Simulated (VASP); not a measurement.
TaN, 6 atoms in the cell. It takes space group P-62m (No. 189, hexagonal). Conventional cell: a = 5.196 Å, b = 5.196 Å, c = 2.911 Å, α = 90.00°, β = 90.00°, γ = 120.00°. Ta (site symmetry -6) has 6 N at 2.16 Å within 2.9 Å. Within 2.7 Å of Ta (site symmetry -62m) lie 3 N at 2.04 Å. N (site symmetry m2m) has 5 Ta at 2.04 to 2.16 Å within 2.7 Å. 

```yaml
Program: VASP 6.6.1
Task: relaxation of cell and atoms
Functional: LDA
Potentials_or_basis: VASP PAW LDA potentials, release 64 (Ta_pv, N)
Cutoff: 600 eV
k_mesh: 5 × 5 × 7
Occupations: fermi-dirac, width 0.05 eV
Spin: no spin polarisation
Target_pressure: 30 GPa
Dipole_correction: no
Further_INCAR_settings: ALGO = Normal; EDIFF = 1e-06; IBRION = 2; EDIFFG = -0.02; NSW = 80; ISIF = 3
```

Potentials or basis: VASP PAW LDA potentials, release 64 (Ta_pv, N).

Command:

```sh
$ cat potpaw_LDA.64/Ta_pv/POTCAR potpaw_LDA.64/N/POTCAR > POTCAR
$ mpirun -np 1 vasp_std > vasp.out
```

Hardware: 1 thread of Intel(R) Xeon(R) Platinum 8488C (Sapphire Rapids), on a shared host.

How long does it take, and how much memory?

Wall time 7.6 min on 1 thread of Intel(R) Xeon(R) Platinum 8488C (Sapphire Rapids), with other jobs on the host, peak memory 0.2 GiB. Counts: scf iterations 78, k points 20, ion steps 10.
